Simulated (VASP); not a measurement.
# W (P6_3/mmc) in VASP: a series of runs

Runs on W. Level: RPBE. Tasks: single point, relaxation of cell and atoms.

All numbers are computed with VASP 6.6.1; they aren't measurements. Logs are shortened: lines on timing, memory, paths and dates and some standing lists are left out, and cuts for length are marked.

## 1. The cell of the first run

Symmetry: P6_3/mmc, No. 194, hexagonal system. The conventional cell has a = 2.895 Å, b = 2.895 Å, c = 5.166 Å, α = 90.00°, β = 90.00°, γ = 120.00°. W (site symmetry -6m2) has 12 W at 2.90 to 3.08 Å within 3.8 Å.

## 2. Single point, RPBE (volume scaled by 1.12)

INCAR

```
SYSTEM = W
PREC     = Accurate       ! precision mode
ENCUT    = 520            ! plane-wave cutoff, eV
EDIFF    = 1E-7           ! SCF threshold, eV
ISMEAR   = -1             ! smearing method
SIGMA    = 0.1            ! smearing width, eV
LREAL    = .FALSE.        ! projectors in reciprocal space
LASPH    = .TRUE.         ! aspherical terms in the spheres
NELM     = 100            ! most SCF steps
ALGO     = Normal         ! electronic algorithm
ISIF     = 2              ! what is computed and relaxed
LWAVE    = .FALSE.        ! write WAVECAR
LCHARG   = .FALSE.        ! write CHGCAR
GGA      = RP             ! functional
NBANDS   = 21             ! bands
```

KPOINTS

```
Automatic mesh
0
G
  15 15 7
  0 0 0
```

POSCAR

```
W
1.0
    2.8954716729      0.0000000000      0.0000000000
   -1.4477358365      2.5075520247      0.0000000000
    0.0000000000      0.0000000000      5.1660009289
W
2
Direct
    0.3333333333      0.6666666667      0.2500000000
    0.6666666667      0.3333333333      0.7500000000
```

Potentials or basis: VASP PAW PBE potentials, release 64 (W_sv).

Launch:

```console
$ cat potpaw_PBE.64/W_sv/POTCAR > POTCAR
$ mpirun -np 1 vasp_std > vasp.out
```

OUTCAR:

```text
SYSTEM = W
   PREC = Accurate
   ENCUT = 520
   EDIFF = 1E-7
   ISMEAR = -1
   LREAL = .FALSE.
   LASPH = .TRUE.
   NELM = 100
   ISIF = 2
   GGA = RP

 ion  position               nearest neighbor table
   1  0.333  0.667  0.250-   2 3.08   2 3.08   2 3.08   2 3.08   2 3.08   2 3.08
   2  0.667  0.333  0.750-   1 3.08   1 3.08   1 3.08   1 3.08   1 3.08   1 3.08

  LATTYP: Found a hexagonal cell.
 ALAT       =     2.8954716729
 C/A-ratio  =     1.7841655911

  Lattice vectors:

 A1 = (   2.8954716729,   0.0000000000,   0.0000000000)
 A2 = (  -1.4477358365,   2.5075520247,   0.0000000000)
 A3 = (   0.0000000000,   0.0000000000,   5.1660009289)

Analysis of symmetry for initial positions (statically):
=====================================================================
 Subroutine PRICEL returns:
 Original cell was already a primitive cell.

 Routine SETGRP: Setting up the symmetry group for a
 hexagonal supercell.

 Subroutine GETGRP returns: Found 24 space group operations
 (whereof 12 operations were pure point group operations)
 out of a pool of 24 trial point group operations.

The static configuration has the point symmetry D_3d.
 The point group associated with its full space group is D_6h.

Analysis of symmetry for dynamics (positions and initial velocities):
=====================================================================
 Subroutine PRICEL returns:
 Original cell was already a primitive cell.

 Routine SETGRP: Setting up the symmetry group for a
 hexagonal supercell.

 Subroutine GETGRP returns: Found 24 space group operations
 (whereof 12 operations were pure point group operations)
 out of a pool of 24 trial point group operations.

The dynamic configuration has the point symmetry D_3d.
 The point group associated with its full space group is D_6h.

 Subroutine INISYM returns: Found 24 space group operations
 (whereof 12 operations are pure point group operations),
 and found     1 'primitive' translations

----------------------------------------------------------------------------------------

                                     Primitive cell

  volume of cell :      37.5080

  direct lattice vectors                    reciprocal lattice vectors
     2.895471673  0.000000000  0.000000000     0.345366874  0.199397658  0.000000000
    -1.447735836  2.507552025  0.000000000     0.000000000  0.398795315  0.000000000
     0.000000000  0.000000000  5.166000929     0.000000000  0.000000000  0.193573329

  length of vectors
     2.895471673  2.895471673  5.166000929     0.398795315  0.398795315  0.193573329

  position of ions in fractional coordinates (direct lattice)
     0.333333333  0.666666667  0.250000000
     0.666666667  0.333333333  0.750000000

  ion indices of the primitive-cell ions
   primitive index   ion index
                 1           1
                 2           2

----------------------------------------------------------------------------------------

 KPOINTS: Automatic mesh

Automatic generation of k-mesh.
 Grid dimensions read from file:
 generate k-points for:   15   15    7

 Generating k-lattice:

  Cartesian coordinates                     Fractional coordinates (reciprocal lattice)
     0.023024458  0.013293177  0.000000000     0.066666667  0.000000000  0.000000000
     0.000000000  0.026586354  0.000000000     0.000000000  0.066666667  0.000000000
     0.000000000  0.000000000  0.027653333     0.000000000  0.000000000  0.142857143

  Length of vectors
     0.026586354  0.026586354  0.027653333

  Shift w.r.t. Gamma in fractional coordinates (k-lattice)
     0.000000000  0.000000000  0.000000000

 Subroutine IBZKPT returns following result:
 ===========================================

 Found    108 irreducible k-points:

 Following reciprocal coordinates:
            Coordinates               Weight
  0.000000  0.000000  0.000000      1.000000
  0.066667 -0.000000  0.000000      6.000000
  0.133333  0.000000  0.000000      6.000000
  0.200000 -0.000000  0.000000      6.000000
  0.266667  0.000000  0.000000      6.000000
  0.333333 -0.000000  0.000000      6.000000
[... 16 lines left out ...]
  0.333333  0.200000  0.000000     12.000000
  0.400000  0.200000  0.000000      6.000000
 [... further k-points ...]
   k-points           NKPTS =    108   k-points in BZ     NKDIM =    108   number of bands    NBANDS=     21
   number of dos      NEDOS =    301   number of ions     NIONS =      2
   total plane-waves  NPLWV =  23040
   dimension x,y,z NGX =    24 NGY =   24 NGZ =   40
   dimension x,y,z NGXF=    48 NGYF=   48 NGZF=   80
   ions per type =               2
   NGX,Y,Z   is equivalent  to a cutoff of  13.78, 13.78, 12.87 a.u.
   NGXF,Y,Z  is equivalent  to a cutoff of  27.56, 27.56, 25.74 a.u.
 SYSTEM =  W
   PREC   = accura    normal or accurate (medium, high low for compatibility)
   ISTART =      0    job   : 0-new  1-cont  2-samecut
   ICHARG =      2    charge: 1-file 2-atom 10-const
   ISPIN  =      1    spin polarized calculation?
   LNONCOLLINEAR =      F non collinear calculations
   LSORBIT =      F    spin-orbit coupling
   LASPH  =      T    aspherical Exc in radial PAW
   ENCUT  =  520.0 eV  38.22 Ry    6.18 a.u.   5.38  5.38  9.61*2*pi/ulx,y,z
   NELM   =    100;   NELMIN=  2; NELMDL= -5     # of ELM steps
   EDIFF  = 0.1E-06   stopping-criterion for ELM
   LREAL  =      F    real-space projection
   EDIFFG = 0.1E-05   stopping-criterion for IOM
   NSW    =      0    number of steps for IOM
   IBRION =     -1    ionic relax: 0-MD 1-quasi-New 2-CG
   NFREE  =      0    steps in history (QN), initial steepest desc. (CG)
   ISIF   =      2    stress and relaxation
   ISYM   =      2    0-nonsym 1-usesym 2-fastsym
   POTIM  = 0.5000    time-step for ionic-motion
   TEBEG  =    0.0;   TEEND  =   0.0 temperature during run
   PSTRESS=    0.0 pullay stress
   NELECT =      28.0000    total number of electrons
   NUPDOWN=      -1.0000    fix difference up-down
   EMIN   =  10.00;   EMAX   =-10.00  energy-range for DOS
   EFERMI =   0.00;   METHOD = LEGACY
   ISMEAR =    -1;   SIGMA  =   0.10  broadening in eV -4-tet -1-fermi 0-gaus
   EFERMI_NEDOS =   21; number of points for ismear=-14 and -15
   IALGO  =     38    algorithm
   IMIX   =      4    mixing-type and parameters
     AMIX     =   0.40;   BMIX     =  1.00
     AMIX_MAG =   1.60;   BMIX_MAG =  1.00
  volume/ion in A,a.u.               =      18.75       126.56
  Fermi-wavevector in a.u.,A,eV,Ry     =   1.485091  2.806414 30.007565  2.205494
  Thomas-Fermi vector in A             =   2.598546
   LORBIT       =      0    0 simple, 1 ext, 2 COOP (PROOUT), +10 PAW based schemes
   GGA     = RP    functional components
   LHFCALC =     F    Hartree Fock is set to
   AEXX    =    0.0000 exact exchange contribution
   IVDW    =     0    specifies the selected vdW correction
   LEPSILON=     F    determine dielectric tensor
   LRPA    =     F    only Hartree local field effects (RPA)
 non-spin polarized calculation
  energy-cutoff  :      520.00
  volume of cell :       37.51
 maximum number of plane-waves:      1039
 NGX is ok and might be reduce to    24
   NGX = 11   NGY = 11   NGZ = 19

 number of electron      28.0000003 magnetization

 Free energy of the ion-electron system (eV)
  ---------------------------------------------------
  ext. energy  EPLUGINS =         0.00000000
  ---------------------------------------------------
  free energy    TOTEN  =       -23.51760918 eV

  energy without entropy =      -23.43998325  energy(sigma->0) =      -23.47879621

 E-fermi :   8.9217     XC(G=0): -12.6387

 val. band max:        8.9156356375   @ k =   0.1333   0.1333   0.0000
 cond. band min:       8.9279705385   @ k =   0.4667   0.0667   0.1429
 fundamental gap:      0.0123349011
 Fermi energy:         8.9216888459

 k-point     1 :       0.0000    0.0000    0.0000
  band No.  band energies     occupation
      1     -65.1303      2.00000
      2     -65.0933      2.00000
      3     -29.6026      2.00000
      4     -29.0434      2.00000
      5     -28.8605      2.00000
      6     -28.8605      2.00000
[... 13 lines left out ...]
     20      12.5202      0.00000
     21      16.1233      0.00000

 k-point     2 :       0.0667   -0.0000    0.0000
  band No.  band energies     occupation
      1     -65.1276      2.00000
      2     -65.0912      2.00000
      3     -29.5928      2.00000
      4     -29.0445      2.00000
      5     -28.8931      2.00000
      6     -28.8695      2.00000
[... 13 lines left out ...]
     20      12.9108      0.00000
     21      16.0924      0.00000

 k-point     3 :       0.1333    0.0000    0.0000
  band No.  band energies     occupation
      1     -65.1197      2.00000
      2     -65.0854      2.00000
      3     -29.5645      2.00000
      4     -29.0482      2.00000
      5     -28.9851      2.00000
      6     -28.9279      2.00000
[... 13 lines left out ...]
     20      13.7956      0.00000
     21      15.9821      0.00000

 k-point     4 :       0.2000   -0.0000    0.0000
  band No.  band energies     occupation
      1     -65.1079      2.00000
      2     -65.0771      2.00000
      3     -29.5206      2.00000
      4     -29.1196      2.00000
      5     -29.0617      2.00000
      6     -29.0558      2.00000
[... 13 lines left out ...]
     20      14.8675      0.00000
     21      15.7801      0.00000

 k-point     5 :       0.2667    0.0000    0.0000
  band No.  band energies     occupation
      1     -65.0941      2.00000
      2     -65.0677      2.00000
      3     -29.4661      2.00000
      4     -29.2725      2.00000
      5     -29.2112      2.00000
      6     -29.0685      2.00000
[... 13 lines left out ...]
     20      15.5403      0.00000
     21      15.9693      0.00000
[... 382 lines left out ...]
     20      15.8736      0.00000
     21      17.8134      0.00000

 k-point    22 :       0.2667    0.2000    0.0000
  band No.  band energies     occupation
      1     -65.0663      2.00000
      2     -65.0515      2.00000
      3     -29.4411      2.00000
      4     -29.4044      2.00000
      5     -29.3386      2.00000
      6     -29.1345      2.00000
[... 13 lines left out ...]
     20      16.7582      0.00000
     21      18.1498      0.00000

 k-point    23 :       0.3333    0.2000    0.0000
  band No.  band energies     occupation
      1     -65.0583      2.00000
      2     -65.0484      2.00000
      3     -29.4943      2.00000
      4     -29.4323      2.00000
      5     -29.2916      2.00000
      6     -29.1889      2.00000
[... 13 lines left out ...]
     20      16.4582      0.00000
     21      17.5630      0.00000

 k-point    24 :       0.4000    0.2000    0.0000
  band No.  band energies     occupation
      1     -65.0551      2.00000
      2     -65.0476      2.00000
      3     -29.5127      2.00000
      4     -29.4404      2.00000
      5     -29.2695      2.00000
      6     -29.2101      2.00000
[... 13 lines left out ...]
     20      15.8776      0.00000
     21      17.1073      0.00000

 [... further k-points ...]

------------------------ aborting loop because EDIFF is reached ----------------------------------------

  FORCE on cell =-STRESS in cart. coord.  units (eV):
  Direction    XX          YY          ZZ          XY          YZ          ZX
  --------------------------------------------------------------------------------------
  -------------------------------------------------------------------------------------
  Total       -5.9976561     -5.9976561     -4.9148568      0.0000000      0.0000000      0.0000000
  in kB     -256.1936665   -256.1936665   -209.9412111      0.0000000      0.0000000      0.0000000
  external PRESSURE =    -240.7761814 kB  Pullay stress =       0.0000000 kB

 VOLUME and BASIS-vectors are now :
 -----------------------------------------------------------------------------
  energy-cutoff  :      520.00
  volume of cell :       37.51
      direct lattice vectors                 reciprocal lattice vectors
     2.895471673  0.000000000  0.000000000     0.345366874  0.199397658  0.000000000
    -1.447735836  2.507552025  0.000000000     0.000000000  0.398795315  0.000000000
     0.000000000  0.000000000  5.166000929     0.000000000  0.000000000  0.193573329

 POSITION                                       TOTAL-FORCE (eV/Angst)
 -----------------------------------------------------------------------------------
     -0.00000      1.67170      1.29150         0.000000      0.000000      0.000000
      1.44774      0.83585      3.87450        -0.000000      0.000000      0.000000
 -----------------------------------------------------------------------------------
    total drift:                               -0.000000      0.000000     -0.000000

  FREE ENERGIE OF THE ION-ELECTRON SYSTEM (eV)
  ---------------------------------------------------
  free  energy   TOTEN  =       -23.5176091778 eV

  energy  without entropy=      -23.4399832472  energy(sigma->0) =      -23.47879621
```

Wall time 26 s (1 thread of Intel Xeon 6975P-C (Granite Rapids), shared host); peak memory 0.2 GiB.

Results:

```
Free energy            : -23.5176 eV
Pressure               : -24.1 GPa
Band gap on the k mesh : zero (band 14 reaches 10.03 eV, above the bottom of band 15 at 8.63 eV)
```

Stress tensor (GPa, compression positive):
```
-25.62   0.00   0.00
  0.00 -25.62   0.00
  0.00   0.00 -20.99
```

Levels at points of the mesh, in eV from the Fermi level:
| k point | band 11 | band 12 | band 13 | band 14 | band 15 | band 16 | band 17 | band 18 |
| --- | --- | --- | --- | --- | --- | --- | --- | --- |
| (0.00, 0.00, 0.00) | -1.40 | -0.51 | -0.29 | -0.29 | 0.18 | 0.18 | 1.74 | 1.74 |

Caveat: the cell differs from its parent crystal (volume scaled by 1.12); the PAW data sets were made with another functional, which shifts forces and pressure a little; spin-orbit coupling is left out, which moves the levels of the heavy elements.

## 3. Relaxation of cell and atoms, RPBE

This run uses another cell than the first one, of 15.85 Å³/atom, 0.845 times its volume.

INCAR

```
SYSTEM = W
PREC = Accurate ; ENCUT = 600
EDIFF = 1E-6 ; ISMEAR = -1
SIGMA = 0.1 ; LREAL = .False.
LASPH = .True. ; NELM = 100
ALGO = Normal ; ISIF = 3
LWAVE = .False. ; LCHARG = .False.
GGA = RP ; IBRION = 2
NSW = 80 ; EDIFFG = -0.01
```

KPOINTS

```
regular mesh
0
Gamma
  13 13 7
  0 0 0
```

POSCAR

```
W
1.0
    2.8194054199      0.0000000000      0.0000000000
   -1.4097027100      2.4416767172      0.0000000000
    0.0000000000      0.0000000000      4.6040890507
W
2
Direct
    0.3333333333      0.6666666667      0.2500000000
    0.6666666667      0.3333333333      0.7500000000
```

Potentials or basis: VASP PAW PBE potentials, release 64 (W_sv).

Launch:

```console
$ cat potpaw_PBE.64/W_sv/POTCAR > POTCAR
$ mpirun -np 1 vasp_std > vasp.out
```

Run time: 87 s. Hardware: 1 thread of Intel Xeon 6975P-C (Granite Rapids), shared host; peak memory 0.2 GiB.

Results (log left out):

```
Free energy                            : -23.8479 eV
Relaxed volume                         : 16.77 Å³/atom
Relaxed cell                           : a = 2.790 Å, b = 2.790 Å, c = 4.975 Å, α = 90.00°, β = 90.00°, γ = 120.00°
Space group after relaxing (to 0.05 Å) : P6_3/mmc (No. 194)
Energy gained by relaxing              : 100.2 meV/atom
Ionic steps                            : 9
Pressure after relaxing                : 0.0 GPa
Band gap on the k mesh                 : zero (band 14 reaches 11.61 eV, above the bottom of band 15 at 9.96 eV)
```

The path:
```
step  energy change (eV)  largest force (eV/Å)  pressure (GPa)  volume (Å³)
   1              0.0000                0.0000           15.31        31.69
   2              0.4311                0.0000          -30.71        39.11
   3             -0.1142                0.0000           -3.92        33.87
   4             -0.1931                0.0000           -2.54        33.94
   5             -0.1967                0.0000           -3.04        33.94
   6             -0.1782                0.0000            8.01        32.62
   7             -0.2005                0.0000           -0.03        33.55
   8             -0.2005                0.0000            0.02        33.54
   9             -0.2005                0.0000            0.04        33.54
```

Final structure:
```yaml
crystal:
  lattice:
    - [2.78999, 0.00000, 0.00000]
    - [-1.39500, 2.41620, 0.00000]
    - [0.00000, 0.00000, 4.97510]
  atoms:
    - { symbol: W, position: [0.33333, 0.66667, 0.25000] }
    - { symbol: W, position: [0.66667, 0.33333, 0.75000] }
```

Levels at points of the mesh, in eV from the Fermi level:
```csv
k point,band 12,band 13,band 14,band 15,band 16,band 17
"(0.00, 0.00, 0.00)",-0.40,-0.40,-0.38,0.15,0.15,1.98
```

Caveat: the PAW data sets were made with another functional, which shifts forces and pressure a little; spin-orbit coupling is left out, which moves the levels of the heavy elements.

## 4. Single point, RPBE

This run uses another cell than the first one, of 16.74 Å³/atom, 0.893 times its volume.

INCAR

```
SYSTEM = W
PREC = Accurate ; ENCUT = 520
EDIFF = 1E-6 ; ISMEAR = -1
SIGMA = 0.1 ; LREAL = .False.
LASPH = .True. ; NELM = 60
ALGO = Normal ; ISIF = 2
LWAVE = .False. ; LCHARG = .False.
GGA = RP ; NBANDS = 21
```

KPOINTS

```
regular mesh
0
Gamma
  21 21 11
  0 0 0
```

POSCAR

```
W
1.0
    2.7881318843      0.0000000000      0.0000000000
   -1.3940659422      2.4145930409      0.0000000000
    0.0000000000      0.0000000000      4.9744889715
W
2
Direct
    0.3333333333      0.6666666667      0.2500000000
    0.6666666667      0.3333333333      0.7500000000
```

Launch:

```console
$ cat potpaw_PBE.64/W_sv/POTCAR > POTCAR
$ mpirun -np 1 vasp_std > vasp.out
```

It took 50 s on 1 thread of Intel Xeon 6975P-C (Granite Rapids), shared host; peak memory 0.28 GiB.

Results (log left out):

| Item | Value |
| --- | --- |
| Free energy | -23.8471 eV |
| Pressure | 0.3 GPa |
| Band gap on the k mesh | zero (band 14 reaches 11.78 eV, above the bottom of band 15 at 9.96 eV) |

Stress tensor (GPa, compression positive):
```
0.50 0.00 0.00
0.00 0.50 0.00
0.00 0.00 0.03
```

Levels at points of the mesh, in eV from the Fermi level:
```csv
k point,band 10,band 11,band 12,band 13,band 14,band 15,band 16,band 17,band 18,band 19
"(0.00, 0.00, 0.00)",-5.81,-1.66,-0.40,-0.40,-0.38,0.15,0.15,2.00,2.00,4.19
```

Caveat: the PAW data sets were made with another functional, which shifts forces and pressure a little; spin-orbit coupling is left out, which moves the levels of the heavy elements.

## 5. Summary

| task | cell | k mesh | cutoff (eV) | gap on the mesh (eV) | pressure (GPa) |
| --- | --- | --- | --- | --- | --- |
| single point | a = 2.895, b = 2.895, c = 5.166 Å, angles 90.0, 90.0, 120.0°, 2 atoms | 15 × 15 × 7 | 520 | none | -24.1 |
| relaxation of cell and atoms | relaxed from a = 2.819, b = 2.819, c = 4.604 Å, angles 90.0, 90.0, 120.0°, 2 atoms | 13 × 13 × 7 | 600 | none | 0.0 |
| single point | a = 2.788, b = 2.788, c = 4.974 Å, angles 90.0, 90.0, 120.0°, 2 atoms | 21 × 21 × 11 | 520 | none | 0.3 |

Alike in all rows: level RPBE; potentials or basis VASP PAW PBE potentials, release 64 (W_sv); no spin polarisation; smearing fermi-dirac 0.1 eV.

Caveats: the PAW data sets were made with another functional, which shifts forces and pressure a little; spin-orbit coupling is left out, which moves the levels of the heavy elements.

Total energies depend on the potentials used, so only differences within one code and one set of settings carry meaning.
